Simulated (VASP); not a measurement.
# Si4O (P-3m1) in VASP: notebook

Runs on Si4O. Level: PBE. Tasks: single point, relaxation of cell and atoms.

All numbers are computed with VASP 6.6.1; they aren't measurements. Logs are shortened: lines on timing, memory, paths and dates and some standing lists are left out, and cuts for length are marked.

### Step 1. The cell of the first run

The structure is trigonal, space group P-3m1 (No. 164). The conventional cell has a = 2.821 Å, b = 2.821 Å, c = 9.072 Å, α = 90.00°, β = 90.00°, γ = 120.00°. Si (site symmetry 3m) has 3 O at 2.03 Å and 12 Si at 2.74 to 2.93 Å within 3.0 Å. Si (site symmetry 3m) has 12 Si at 2.74 to 2.82 Å within 3.6 Å. O (site symmetry -3m) has 6 Si at 2.03 Å within 2.7 Å.

The cell was built from a structure type or drawn by symmetry, and may not be a known phase.

### Step 2. Single point, PBE

The input, INCAR:

```
SYSTEM = Si4O
  ALGO = Normal
  EDIFF = 1E-7
  ENCUT = 520
  GGA = PE
  ISIF = 2
  ISMEAR = 0
  LASPH = .TRUE.
  LCHARG = .TRUE.
  LELF = .TRUE.
  LREAL = .FALSE.
  LVHAR = .TRUE.
  LWAVE = .FALSE.
  NBANDS = 19
  NELM = 60
  PREC = Accurate
  SIGMA = 0.1
```

The input, KPOINTS:

```
k-points
0
G
  6 6 2
  0 0 0
```

The input, POSCAR:

```
Si4O
1.0
    2.8214044900      0.0000000000      0.0000000000
   -1.4107022500      2.4434079700      0.0000000000
    0.0000000000      0.0000000000      9.0721736200
Si O
4 1
Direct
    0.3333333300      0.6666666700      0.8658552800
    0.3333333300      0.6666666700      0.3767953500
    0.6666666700      0.3333333300      0.1341447200
    0.6666666700      0.3333333300      0.6232046500
    0.0000000000      0.0000000000      0.0000000000
```

Potentials or basis: VASP PAW PBE potentials, release 64 (Si, O).

Run with:

```sh
cat potpaw_PBE.64/Si/POTCAR potpaw_PBE.64/O/POTCAR > POTCAR
mpirun -np 1 vasp_std > vasp.out
```

OUTCAR:

```text
SYSTEM = Si4O
   EDIFF = 1E-7
   ENCUT = 520
   GGA = PE
   ISIF = 2
   ISMEAR = 0
   LASPH = .TRUE.
   LREAL = .FALSE.
   NELM = 60
   PREC = Accurate

 ion  position               nearest neighbor table
   1  0.333  0.667  0.866-   5 2.03   5 2.03   5 2.03   4 2.74   4 2.74   4 2.74   3 2.93   3 2.93
                             3 2.93
   2  0.333  0.667  0.377-   3 2.74   3 2.74   3 2.74   4 2.77   4 2.77   4 2.77
   3  0.667  0.333  0.134-   5 2.03   5 2.03   5 2.03   2 2.74   2 2.74   2 2.74   1 2.93   1 2.93
                             1 2.93
   4  0.667  0.333  0.623-   1 2.74   1 2.74   1 2.74   2 2.77   2 2.77   2 2.77
   5  0.000  0.000  0.000-   1 2.03   3 2.03   3 2.03   1 2.03   3 2.03   1 2.03

  LATTYP: Found a hexagonal cell.
 ALAT       =     2.8214044900
 C/A-ratio  =     3.2154813860

  Lattice vectors:

 A1 = (   2.8214044900,   0.0000000000,   0.0000000000)
 A2 = (  -1.4107022500,   2.4434079700,   0.0000000000)
 A3 = (   0.0000000000,   0.0000000000,   9.0721736200)

Analysis of symmetry for initial positions (statically):
=====================================================================
 Subroutine PRICEL returns:
 Original cell was already a primitive cell.

 Routine SETGRP: Setting up the symmetry group for a
 hexagonal supercell.

 Subroutine GETGRP returns: Found 12 space group operations
 (whereof 12 operations were pure point group operations)
 out of a pool of 24 trial point group operations.

The static configuration has the point symmetry D_3d.

Analysis of symmetry for dynamics (positions and initial velocities):
=====================================================================
 Subroutine PRICEL returns:
 Original cell was already a primitive cell.

 Routine SETGRP: Setting up the symmetry group for a
 hexagonal supercell.

 Subroutine GETGRP returns: Found 12 space group operations
 (whereof 12 operations were pure point group operations)
 out of a pool of 24 trial point group operations.

The dynamic configuration has the point symmetry D_3d.

 Subroutine INISYM returns: Found 12 space group operations
 (whereof 12 operations are pure point group operations),
 and found     1 'primitive' translations

----------------------------------------------------------------------------------------

                                     Primitive cell

  volume of cell :      62.5421
[... 84 lines left out ...]
   EDIFF  = 0.1E-06   stopping-criterion for ELM
   LREAL  =      F    real-space projection
   EDIFFG = 0.1E-05   stopping-criterion for IOM
   NSW    =      0    number of steps for IOM
   IBRION =     -1    ionic relax: 0-MD 1-quasi-New 2-CG
   NFREE  =      0    steps in history (QN), initial steepest desc. (CG)
   ISIF   =      2    stress and relaxation
   ISYM   =      2    0-nonsym 1-usesym 2-fastsym
   POTIM  = 0.5000    time-step for ionic-motion
   TEBEG  =    0.0;   TEEND  =   0.0 temperature during run
   PSTRESS=    0.0 pullay stress
   NELECT =      22.0000    total number of electrons
   NUPDOWN=      -1.0000    fix difference up-down
   EMIN   =  10.00;   EMAX   =-10.00  energy-range for DOS
   EFERMI =   0.00;   METHOD = LEGACY
   ISMEAR =     0;   SIGMA  =   0.10  broadening in eV -4-tet -1-fermi 0-gaus
   EFERMI_NEDOS =   21; number of points for ismear=-14 and -15
   IALGO  =     38    algorithm
   IMIX   =      4    mixing-type and parameters
     AMIX     =   0.40;   BMIX     =  1.00
     AMIX_MAG =   1.60;   BMIX_MAG =  1.00
  volume/ion in A,a.u.               =      12.51        84.41
  Fermi-wavevector in a.u.,A,eV,Ry     =   1.155646  2.183854 18.170822  1.335518
  Thomas-Fermi vector in A             =   2.292273
   LORBIT       =      0    0 simple, 1 ext, 2 COOP (PROOUT), +10 PAW based schemes
   GGA     = PE    functional components
   LHFCALC =     F    Hartree Fock is set to
   AEXX    =    0.0000 exact exchange contribution
   IVDW    =     0    specifies the selected vdW correction
   LEPSILON=     F    determine dielectric tensor
   LRPA    =     F    only Hartree local field effects (RPA)
 non-spin polarized calculation
 Gauss-broadening in eV      SIGMA  =   0.10
  energy-cutoff  :      520.00
  volume of cell :       62.54
 maximum number of plane-waves:      1704
 NGX is ok and might be reduce to    24
   NGX = 11   NGY = 11   NGZ = 33

 number of electron      22.0000005 magnetization

 Free energy of the ion-electron system (eV)
  ---------------------------------------------------
  ext. energy  EPLUGINS =         0.00000000
  ---------------------------------------------------
  free energy    TOTEN  =       -24.10268498 eV

  energy without entropy =      -24.08953156  energy(sigma->0) =      -24.09610827

 E-fermi :  10.7614     XC(G=0): -11.4422

 val. band max:       10.7211703132   @ k =   0.5000   0.0000   0.5000
 cond. band min:      10.8259039940   @ k =   0.1667  -0.0000   0.5000
 fundamental gap:      0.1047336808
 Fermi energy:        10.7614244212

 k-point     1 :       0.0000    0.0000    0.0000
  band No.  band energies     occupation
      1     -14.1104      2.00000
      2      -3.2782      2.00000
      3      -2.5617      2.00000
      4       0.7685      2.00000
      5       1.3180      2.00000
      6       3.3274      2.00000
[... 285 lines left out ...]
      6       4.6830      2.00000
[... 11 lines left out ...]
     18      13.5054      0.00000
     19      16.1736      0.00000

------------------------ aborting loop because EDIFF is reached ----------------------------------------

  FORCE on cell =-STRESS in cart. coord.  units (eV):
  Direction    XX          YY          ZZ          XY          YZ          ZX
  --------------------------------------------------------------------------------------
  -------------------------------------------------------------------------------------
  Total        5.9602318      5.9602319      9.7809287     -0.0000000      0.0000000     -0.0000000
  in kB      152.6866419    152.6866428    250.5636015     -0.0000003      0.0000000     -0.0000000
  external PRESSURE =     185.3122954 kB  Pullay stress =       0.0000000 kB

 VOLUME and BASIS-vectors are now :
 -----------------------------------------------------------------------------
  energy-cutoff  :      520.00
  volume of cell :       62.54
      direct lattice vectors                 reciprocal lattice vectors
     2.821404490  0.000000000  0.000000000     0.354433405  0.204632222  0.000000000
    -1.410702250  2.443407970  0.000000000     0.000000000  0.409264442  0.000000000
     0.000000000  0.000000000  9.072173620     0.000000000  0.000000000  0.110227167

 POSITION                                       TOTAL-FORCE (eV/Angst)
 -----------------------------------------------------------------------------------
     -0.00000      1.62894      7.85519        -0.000000      0.000000     -5.273512
     -0.00000      1.62894      3.41835        -0.000000     -0.000000      0.404118
      1.41070      0.81447      1.21698         0.000000      0.000000      5.273512
      1.41070      0.81447      5.65382        -0.000000      0.000000     -0.404118
      0.00000      0.00000      0.00000        -0.000000      0.000000      0.000000
 -----------------------------------------------------------------------------------
    total drift:                               -0.000000     -0.000000     -0.000000

  FREE ENERGIE OF THE ION-ELECTRON SYSTEM (eV)
  ---------------------------------------------------
  free  energy   TOTEN  =       -24.1026849772 eV

  energy  without entropy=      -24.0895315594  energy(sigma->0) =      -24.09610827
```

OSZICAR:

```text
N       E                     dE             d eps       ncg     rms          rms(c)
DAV:   1     0.487189481862E+02    0.48719E+02   -0.93238E+03   532   0.101E+03
DAV:   2    -0.212393328102E+02   -0.69958E+02   -0.66820E+02   656   0.163E+02
DAV:   3    -0.251036096192E+02   -0.38643E+01   -0.37842E+01   719   0.336E+01
DAV:   4    -0.251441301756E+02   -0.40521E-01   -0.40456E-01   678   0.331E+00
DAV:   5    -0.251444081902E+02   -0.27801E-03   -0.27799E-03   678   0.302E-01    0.764E+00
DAV:   6    -0.241726080553E+02    0.97180E+00   -0.39864E+00   625   0.110E+01    0.399E+00
DAV:   7    -0.241117962556E+02    0.60812E-01   -0.28946E-01   665   0.314E+00    0.188E+00
DAV:   8    -0.241034068230E+02    0.83894E-02   -0.45911E-02   680   0.101E+00    0.399E-01
DAV:   9    -0.241027266048E+02    0.68022E-03   -0.53175E-03   655   0.372E-01    0.170E-01
DAV:  10    -0.241026876944E+02    0.38910E-04   -0.75533E-04   673   0.140E-01    0.709E-02
DAV:  11    -0.241026959312E+02   -0.82368E-05   -0.21001E-04   727   0.834E-02    0.412E-02
DAV:  12    -0.241026847243E+02    0.11207E-04   -0.42810E-05   723   0.462E-02    0.111E-02
DAV:  13    -0.241026850232E+02   -0.29889E-06   -0.10176E-05   631   0.210E-02    0.504E-03
DAV:  14    -0.241026849772E+02    0.45919E-07   -0.57186E-07   692   0.543E-03
   1 F= -.24102685E+02 E0= -.24096108E+02  d E =-.131534E-01
```

stdout:

```text
POSCAR found type information on POSCAR SiO
 POSCAR found :  2 types and       5 ions
 scaLAPACK will be used
 LDA part: xc-table for (Slater+PW92), standard interpolation
 POSCAR, INCAR and KPOINTS ok, starting setup
 FFT: planning ... GRIDC
 FFT: planning ... GRID_SOFT
 FFT: planning ... GRID
 WAVECAR not read
 entering main loop
```

It took 22 s on 1 thread of Intel Xeon Platinum 8488C (Sapphire Rapids), shared host; peak memory 0.18 GiB.

Results:

```yaml
Free_energy: -24.1027 eV
Pressure: 18.5 GPa
Largest_force: 5.274 eV/Å
Band_gap_on_the_k_mesh: zero (bands 11 and 12 overlap by 8.80 eV)
```

Forces on the atoms (eV/Å):
```
Si   0.000  0.000 -5.274
Si   0.000  0.000  0.404
Si   0.000  0.000  5.274
Si   0.000  0.000 -0.404
O    0.000  0.000  0.000
```

Levels at points of the mesh, in eV from the Fermi level:
```csv
k point,band 7,band 8,band 9,band 10,band 11,band 12,band 13,band 14,band 15,band 16
"(0.00, 0.00, 0.00)",-7.43,-3.54,-3.44,1.56,3.92,5.56,5.56,7.89,7.89,7.94
"(0.50, 0.00, 0.00)",-6.97,-4.78,-3.73,-3.53,-2.34,0.54,0.82,3.11,3.17,3.26
"(0.00, 0.00, 0.50)",-6.75,-6.65,-1.16,0.24,5.59,5.59,5.63,7.30,7.31,7.31
"(0.50, 0.00, 0.50)",-6.14,-5.84,-5.18,-1.82,-1.72,-0.04,0.84,2.27,2.74,4.17
```

Caveat: the k points lie up to 0.43 Å⁻¹ apart, too coarse for converged energies and pressures of a metal; forces of over 1 eV/Å act on the atoms, so gaps and moduli don't describe the material at rest.

### Step 3. Single point, PBE

This run uses another cell than the first one, of 13.14 Å³/atom.

The input, INCAR:

```
PREC = Accurate
ENCUT = 520
EDIFF = 1E-7
ISMEAR = 0
SIGMA = 0.1
LREAL = F
LASPH = T
NELM = 80
ALGO = Normal
ISIF = 2
LWAVE = F
LCHARG = F
GGA = PE
NBANDS = 19
```

The input, KPOINTS:

```
Automatic mesh
0
Gamma
  6 6 2
```

The input, POSCAR:

```
Si4O
1.0
    2.7756493088      0.0000000028      0.0000000000
   -1.3878246569      2.4037828120      0.0000000000
    0.0000000000      0.0000000000      9.8435674076
Si O
4 1
Direct
    0.3333333333      0.6666666667      0.8428018743
    0.3333333333      0.6666666667      0.3994108635
    0.6666666667      0.3333333333      0.1571981257
    0.6666666667      0.3333333333      0.6005891365
    0.0000000000      0.0000000000      0.0000000000
```

Potentials or basis: VASP PAW PBE potentials, release 64 (Si, O).

Run with:

```sh
cat potpaw_PBE.64/Si/POTCAR potpaw_PBE.64/O/POTCAR > POTCAR
mpirun -np 1 vasp_std > vasp.out
```

Wall time 30 s (1 thread of Intel Xeon Platinum 8488C (Sapphire Rapids), shared host); peak memory 0.19 GiB.

The run converged. Its results:

```yaml
Free_energy: -25.8483 eV
Pressure: 0.1 GPa
Largest_force: 0.007 eV/Å
Band_gap_on_the_k_mesh: zero (bands 11 and 12 overlap by 8.91 eV)
```

Forces on the atoms (eV/Å):
```
Si   0.000  0.000 -0.007
Si   0.000  0.000  0.004
Si   0.000  0.000  0.007
Si   0.000  0.000 -0.004
O    0.000  0.000  0.000
```

Levels at points of the mesh, in eV from the Fermi level:
| k point | band 9 | band 10 | band 11 | band 12 | band 13 | band 14 |
| --- | --- | --- | --- | --- | --- | --- |
| (0.00, 0.00, 0.00) | -3.60 | 2.61 | 2.93 | 7.41 | 7.41 | 8.55 |
| (0.50, 0.00, 0.00) | -4.29 | -3.89 | -2.76 | 0.00 | 1.87 | 2.26 |
| (0.00, 0.00, 0.50) | -0.93 | -0.09 | 5.71 | 5.96 | 7.48 | 7.48 |
| (0.50, 0.00, 0.50) | -4.66 | -2.11 | -1.90 | -0.82 | 0.10 | 2.80 |

Caveat: the k points lie up to 0.44 Å⁻¹ apart, too coarse for converged energies and pressures of a metal.

### Step 4. Relaxation of cell and atoms, PBE

The input, INCAR:

```
  ALGO = Normal
  EDIFF = 1E-7
  EDIFFG = -0.04
  ENCUT = 600
  GGA = PE
  IBRION = 2
  ISIF = 3
  ISMEAR = 0
  LASPH = T
  LCHARG = F
  LREAL = F
  LWAVE = F
  NELM = 100
  NSW = 90
  PREC = Accurate
  SIGMA = 0.1
```

The input, KPOINTS:

```
k-points
0
Gamma
  6 6 2
```

The input, POSCAR:

```
Si4O
1.0
    2.8214044900      0.0000000000      0.0000000000
   -1.4107022500      2.4434079700      0.0000000000
    0.0000000000      0.0000000000      9.0721736200
Si O
4 1
Direct
    0.3333333300      0.6666666700      0.8658552800
    0.3333333300      0.6666666700      0.3767953500
    0.6666666700      0.3333333300      0.1341447200
    0.6666666700      0.3333333300      0.6232046500
    0.0000000000      0.0000000000      0.0000000000
```

Run with:

```sh
cat potpaw_PBE.64/Si/POTCAR potpaw_PBE.64/O/POTCAR > POTCAR
mpirun -np 1 vasp_std > vasp.out
```

Run time: 5.7 min. Hardware: 1 thread of Intel Xeon Platinum 8488C (Sapphire Rapids), shared host; peak memory 0.19 GiB.

Results (log left out):

```
Free energy                           : -25.8487 eV
Relaxed volume                        : 13.15 Å³/atom
Relaxed cell                          : a = 2.777 Å, b = 2.777 Å, c = 9.843 Å, α = 90.00°, β = 90.00°, γ = 120.00°
Space group after relaxing (to 0.1 Å) : P-3m1 (No. 164)
Energy gained by relaxing             : 348.5 meV/atom
Ionic steps                           : 24
Pressure after relaxing               : -0.1 GPa
Largest force after relaxing          : 0.013 eV/Å
```

Forces in eV/Å, atoms in the order of the input:
```
Si   0.000  0.000  0.013
Si   0.000  0.000 -0.001
Si   0.000  0.000 -0.013
Si   0.000  0.000  0.001
O    0.000  0.000  0.000
```

The path:
| step | energy change (eV) | largest force (eV/Å) | pressure (GPa) | volume (Å³) |
| --- | --- | --- | --- | --- |
| 1 | 0.0000 | 5.2705 | 18.48 | 62.54 |
| 2 | -1.0767 | 0.7382 | -11.21 | 76.50 |
| 3 | -1.3564 | 0.6078 | -5.29 | 71.66 |
| 4 | -1.3582 | 0.7045 | -4.75 | 71.32 |
| 5 | -1.5211 | 0.6673 | -2.82 | 68.15 |
| 6 | -1.5979 | 0.5912 | 0.20 | 64.66 |
| 7 | -1.6358 | 0.2588 | 1.29 | 64.22 |
| 8 | -1.6386 | 0.1553 | 1.77 | 64.07 |
| 9 | -1.6471 | 0.1174 | -0.57 | 65.50 |
| 10 | -1.6477 | 0.0544 | -0.09 | 65.18 |
| 11 | -1.6496 | 0.0904 | 0.04 | 65.18 |
| 12 | -1.6602 | 0.2209 | 0.21 | 65.18 |
| 13 | -1.7077 | 0.3866 | 0.12 | 65.14 |
| 14 | -1.7253 | 0.2826 | 0.24 | 65.00 |
| 15 | -1.7339 | 0.3127 | 0.11 | 65.06 |
| 16 | -1.7344 | 0.2993 | 0.14 | 65.06 |
| 17 | -1.7355 | 0.2573 | 0.21 | 65.07 |
| 18 | -1.7356 | 0.2373 | 0.26 | 65.08 |
| 19 | -1.7366 | 0.2172 | 0.29 | 65.09 |
| 20 | -1.7391 | 0.1569 | 0.38 | 65.14 |
| 21 | -1.7417 | 0.0346 | 0.59 | 65.22 |
| 22 | -1.7418 | 0.0324 | 0.66 | 65.25 |
| 23 | -1.7422 | 0.0245 | 0.48 | 65.37 |
| 24 | -1.7427 | 0.0135 | -0.06 | 65.74 |

Final structure:
```xyz
5
Lattice="2.7770 0.0000 0.0000 -1.3885 2.4049 0.0000 0.0000 0.0000 9.8430" Properties=species:S:1:pos:R:3 pbc="T T T"
Si    0.0000    1.6033    8.2946
Si    0.0000    1.6033    3.9319
Si    1.3885    0.8016    1.5485
Si    1.3885    0.8016    5.9112
O    -1.3885    2.4049    0.0000
```

Levels at points of the mesh, in eV from the Fermi level:
```tsv
k point	band 9	band 10	band 11	band 12	band 13	band 14
(0.00, 0.00, 0.00)	-3.59	2.62	2.93	7.39	7.39	8.53
(0.50, 0.00, 0.00)	-4.29	-3.89	-2.76	0.00	1.87	2.26
(0.00, 0.00, 0.50)	-0.92	-0.08	5.71	5.96	7.46	7.46
(0.50, 0.00, 0.50)	-4.64	-2.11	-1.89	-0.82	0.10	2.78
```

Caveat: the k points lie up to 0.44 Å⁻¹ apart in the final cell; the highest band is partly filled, so the run has too few bands.

### Step 5. Single point, PBE, collinear spin, ferromagnetic start

The input, INCAR:

```
  ALGO = Normal
  EDIFF = 1E-6
  ENCUT = 520
  GGA = PE
  ISIF = 2
  ISMEAR = 0
  ISPIN = 2
  LASPH = True
  LCHARG = False
  LORBIT = 11
  LREAL = False
  LWAVE = False
  MAGMOM = 0 0 0 0 1
  NBANDS = 23
  NELM = 150
  PREC = Accurate
  SIGMA = 0.1
```

KPOINTS is that of step 4.

POSCAR is that of step 4.

Run with:

```sh
cat potpaw_PBE.64/Si/POTCAR potpaw_PBE.64/O/POTCAR > POTCAR
mpirun -np 1 vasp_std > vasp.out
```

It took 50 s on 1 thread of Intel Xeon Platinum 8488C (Sapphire Rapids), shared host; peak memory 0.22 GiB.

Results (log left out):

```
Free energy                                           : -24.1027 eV
Pressure                                              : 18.5 GPa
Largest force                                         : 5.273 eV/Å
Band gap on the k mesh                                : zero (filled and empty bands overlap)
Net moment                                            : 0.00 μB per cell
Valence electrons inside the program's atomic spheres : Si 1.56, 1.52 (each value once); O 5.07
```

Forces on the atoms (eV/Å):
```
Si   0.000  0.000 -5.273
Si   0.000  0.000  0.404
Si   0.000  0.000  5.273
Si   0.000  0.000 -0.404
O    0.000  0.000  0.000
```

Stress tensor (GPa, compression positive):
```
15.27  0.00  0.00
 0.00 15.27  0.00
 0.00  0.00 25.06
```

Levels at points of the mesh, in eV from the Fermi level:
Spin up:
| k point | band 8 | band 9 | band 10 | band 11 | band 12 | band 13 | band 14 | band 15 |
| --- | --- | --- | --- | --- | --- | --- | --- | --- |
| (0.00, 0.00, 0.00) | -3.54 | -3.44 | 1.56 | 3.92 | 5.56 | 5.56 | 7.89 | 7.89 |
| (0.50, 0.00, 0.00) | -4.78 | -3.73 | -3.53 | -2.34 | 0.54 | 0.82 | 3.11 | 3.17 |
| (0.00, 0.00, 0.50) | -6.65 | -1.16 | 0.24 | 5.59 | 5.59 | 5.63 | 7.30 | 7.31 |
| (0.50, 0.00, 0.50) | -5.85 | -5.18 | -1.82 | -1.72 | -0.04 | 0.84 | 2.27 | 2.74 |
Spin down:
```
           k point  band 9  band 10  band 11  band 12  band 13  band 14
(0.00, 0.00, 0.00)   -3.44     1.56     3.92     5.56     5.56     7.89
(0.50, 0.00, 0.00)   -3.73    -3.53    -2.34     0.54     0.82     3.11
(0.00, 0.00, 0.50)   -1.16     0.24     5.59     5.59     5.63     7.30
(0.50, 0.00, 0.50)   -5.18    -1.82    -1.72    -0.04     0.84     2.27
```

Caveat: the k points lie up to 0.43 Å⁻¹ apart, too coarse for converged energies and pressures of a metal; forces of over 1 eV/Å act on the atoms, so gaps and moduli don't describe the material at rest.

(Part 1 of 2 ends here.)
